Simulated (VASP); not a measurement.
Set up this calculation in VASP 6.6.1, as the native input.

```
Task                   : single point
Functional             : PBEsol
Potentials or basis    : VASP PAW PBE potentials, release 64 (Ba_sv, S)
Cutoff                 : 520 eV
k mesh                 : 8 × 8 × 8
Occupations            : fermi-dirac, width 0.02 eV
Spin                   : no spin polarisation
Dipole correction      : no
Further INCAR settings : ALGO = Normal; EDIFF = 1e-06; NBANDS = 15
```

The structure of BaS lies in POSCAR:

```
BaS
1.0
    0.0958125000      3.2416562500      3.2416562500
    3.2416562500      0.0958125000      3.2416562500
    3.2416562500      3.2416562500      0.0958125000
Ba S
1 1
Direct
    0.0000000000      0.0000000000      0.0000000000
    0.5000000000      0.5000000000      0.5000000000
```

This cell differs from its parent crystal: equal xy, yz and zx shear strains of +3 %.

One way to write it, as run:

INCAR

```
PREC     = Accurate       # precision mode
ENCUT    = 520            # plane-wave cutoff, eV
EDIFF    = 1E-6           # SCF threshold, eV
ISMEAR   = -1             # smearing method
SIGMA    = 0.02           # smearing width, eV
LREAL    = False          # projectors in reciprocal space
LASPH    = True           # aspherical terms in the spheres
NELM     = 80             # most SCF steps
ALGO     = Normal         # electronic algorithm
ISIF     = 2              # what is computed and relaxed
LWAVE    = False          # write WAVECAR
LCHARG   = False          # write CHGCAR
GGA      = PS             # functional
NBANDS   = 15             # bands
```

KPOINTS

```
Automatic mesh
0
Gamma
  8 8 8
```

Potentials or basis: VASP PAW PBE potentials, release 64 (Ba_sv, S).

Launch:

```bash
$ cat potpaw_PBE.64/Ba_sv/POTCAR potpaw_PBE.64/S/POTCAR > POTCAR
$ mpirun -np 1 vasp_std > vasp.out
```

Results of the run:

* Pressure: -0.6 GPa
* Band gap on the k mesh: 1.93 eV, indirect (least direct gap 2.07 eV)

Caveat: the cell differs from its parent crystal (equal xy, yz and zx shear strains of +3 %); the PAW data sets were made with another functional, which shifts forces and pressure a little; spin-orbit coupling is left out, which moves the levels of the heavy elements.

Run time: 57 s on 1 thread of AMD EPYC 7R13 Processor (Zen 3), on a shared host, peak memory 0.21 GiB.
